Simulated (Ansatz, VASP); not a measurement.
**SiC: VASP beside Ansatz**

The input INCAR:

```
  PREC = Accurate
  ENCUT = 520
  EDIFF = 1E-6
  ISMEAR = -1
  SIGMA = 0.05
  LREAL = F
  LASPH = T
  NELM = 80
  ALGO = Normal
  ISIF = 2
  LWAVE = F
  LCHARG = F
  GGA = RP
  IVDW = 13
  NBANDS = 16
```

The input KPOINTS:

```
Automatic mesh
0
Gamma
  10 10 5
```

File POSCAR:

```
SiC
1.0
    3.0963714546      0.0000000000      0.0000000000
   -1.5481857273      2.6815363392      0.0000000000
    0.0000000000      0.0000000000      5.0814314379
Si C
2 2
Direct
    0.6666666667      0.3333333333      0.5000000000
    0.3333333333      0.6666666667      0.0000000000
    0.6666666667      0.3333333333      0.8850000000
    0.3333333333      0.6666666667      0.3850000000
```

input.yaml

```yaml
crystal:
  lattice:
    - [3.0963714546, 0.0, 0.0]
    - [-1.5481857273, 2.6815363392, 0.0]
    - [0.0, 0.0, 5.0814314379]
  atoms:
    - { symbol: Si, position: [0.6666666667, 0.3333333333, 0.5] }
    - { symbol: Si, position: [0.3333333333, 0.6666666667, 0.0] }
    - { symbol: C, position: [0.6666666667, 0.3333333333, 0.885] }
    - { symbol: C, position: [0.3333333333, 0.6666666667, 0.385] }
hamiltonian:
  xc: rpbe
  pseudopotentials: { kind: paw }
  dispersion: d4
kpoints:
  mp_grid: { grid: [10, 10, 5] }
scf:
  occupations: { method: fermi_dirac, width: 0.05 }
output:
  forces: true
  stress: true
  eigenvalues: true
  write_density: true
  write_potential: true
  elf: true
  volumetric_format: npy
```

Alike in both runs: task single point; functional RPBE; dispersion D4; k mesh 10 × 10 × 5; occupations fermi-dirac, width 0.05 eV; no spin polarisation.

|  | VASP | Ansatz |
| --- | --- | --- |
| version | VASP 6.6.1 | Ansatz 0.2.0 |
| potentials or method | VASP PAW PBE potentials, release 64 (Si, C) | Ansatz PAW |
| plane-wave cutoff (eV) | 520 | 420 |
| valence electrons in the cell | 16 | 16 |

Ansatz gave:

```
gap on the k mesh at the Fermi level (eV)                     : 2.56
least direct gap on the mesh (eV)                             : 4.08
pressure (GPa)                                                : -6.9
traceless stress, the component that is largest in VASP (GPa) : -2.44
rms of the force components (eV/Å)                            : 0.406
```

Q: Estimate VASP's values.

A: gap on the k mesh at the Fermi level (eV): 2.55; least direct gap on the mesh (eV): 4.07; pressure (GPa): -7.4; traceless stress, the component that is largest in VASP (GPa): -2.41; rms of the force components (eV/Å): 0.406.

VASP's potentials were made for PBE, not for RPBE. Atom by atom the forces differ by 0.000 eV/Å (rms over components).

Noted on Ansatz's run: odd divisions of the mesh miss points on the zone boundary, where band edges often lie, so the gap on the mesh can be too wide.
